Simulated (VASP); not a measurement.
Runs of VASP 6.6.1 on MgO. The structure is that of space group P-6m2 (No. 187), or close to it. The cells are those of the table. 

```tsv
cell	gap on the mesh (eV)	pressure (GPa)
a = 2.978, b = 2.978, c = 2.608 Å, angles 90.0, 90.0, 120.0°, 2 atoms	2.73	0.5
a = 3.165, b = 3.165, c = 2.309 Å, angles 90.0, 90.0, 120.0°, 2 atoms	(b)	10.5
a = 2.765, b = 2.765, c = 3.026 Å, angles 90.0, 90.0, 120.0°, 2 atoms	0.98	-1.1
a = 2.890, b = 2.890, c = 2.768 Å, angles 90.0, 90.0, 120.0°, 2 atoms	(a)	-1.5
a = 3.101, b = 3.101, c = 2.405 Å, angles 90.0, 90.0, 120.0°, 2 atoms	1.25	(c)
a = 3.021, b = 3.021, c = 2.535 Å, angles 90.0, 90.0, 120.0°, 2 atoms	2.31	2.0
a = 2.692, b = 2.692, c = 3.192 Å, angles 90.0, 90.0, 120.0°, 2 atoms	none	1.5
a = 2.846, b = 2.846, c = 2.856 Å, angles 90.0, 90.0, 120.0°, 2 atoms	2.28	-1.8
```

Alike in all rows: task single point; level PBE; potentials or basis VASP PAW PBE potentials, release 64 (Mg, O); no spin polarisation; k mesh 12 × 12 × 10; cutoff (eV) 520; smearing gaussian 0.05 eV.

Problem. Fill in the values left out.

Solution. (a) 2.76; (b) 0.23; (c) 6.2.

A k mesh can miss the band edges.

A gap of «none» marks levels without a gap at the run's occupations.
